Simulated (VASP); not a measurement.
Write the native input for VASP 6.6.1 that does the following.

- Task: single point
- Functional: PBE
- Potentials or basis: VASP PAW PBE potentials, release 64 (W_sv, Se)
- Cutoff: 520 eV
- k mesh: 4 × 4 × 4
- Occupations: gaussian, width 0.1 eV
- Spin: no spin polarisation
- Dipole correction: no
- Further INCAR settings: ALGO = Normal; EDIFF = 1e-06; NBANDS = 42

The structure of WSe3 lies in POSCAR:

```
WSe3
1.0
    3.2630256234      0.0000000000      0.0000000000
    0.0000000000      7.9138627972      0.0000000000
    0.0000000000      0.0000000000      7.6603842454
W Se
2 6
Direct
    0.5000000000      0.5000000000      0.5355717956
    0.0000000000      0.0000000000      0.4644282044
    0.0000000000      0.5000000000      0.7905794513
    0.5000000000      0.0000000000      0.2094205487
    0.0000000000      0.6821181363      0.3380513949
    0.5000000000      0.8178818637      0.6619486051
    0.0000000000      0.3178818637      0.3380513949
    0.5000000000      0.1821181363      0.6619486051
```

The cell was generated, and may not be a known phase.

The input as run:

INCAR

```
SYSTEM = WSe3
PREC     = Accurate       ! precision mode
ENCUT    = 520            ! plane-wave cutoff, eV
EDIFF    = 1E-6           ! SCF threshold, eV
ISMEAR   = 0              ! smearing method
SIGMA    = 0.1            ! smearing width, eV
LREAL    = .False.        ! projectors in reciprocal space
LASPH    = .True.         ! aspherical terms in the spheres
NELM     = 60             ! most SCF steps
ALGO     = Normal         ! electronic algorithm
ISIF     = 2              ! what is computed and relaxed
LWAVE    = .False.        ! write WAVECAR
LCHARG   = .True.         ! write CHGCAR
GGA      = PE             ! functional
LELF     = .True.         ! ELF
LVHAR    = .True.       
NBANDS   = 42             ! bands
```

KPOINTS

```
regular mesh
0
Gamma
  4 4 4
  0 0 0
```

Potentials or basis: VASP PAW PBE potentials, release 64 (W_sv, Se).

Run with:

```sh
$ cat potpaw_PBE.64/W_sv/POTCAR potpaw_PBE.64/Se/POTCAR > POTCAR
$ mpirun -np 1 vasp_std > vasp.out
```

It gave:

The pressure is 0.4 GPa and the largest force is 0.021 eV/Å. The band gap on the k mesh is zero (bands 32 and 33 overlap by 0.26 eV).

Caveat: the k points lie up to 0.48 Å⁻¹ apart; spin-orbit coupling is left out, which moves the levels of the heavy elements; this functional lacks dispersion, which binds layers or chains, so the pressure and a relaxed spacing across them are unreliable.

It took 4 min on 1 thread of Intel(R) Xeon(R) Platinum 8488C (Sapphire Rapids), with other jobs on the host, peak memory 0.37 GiB.
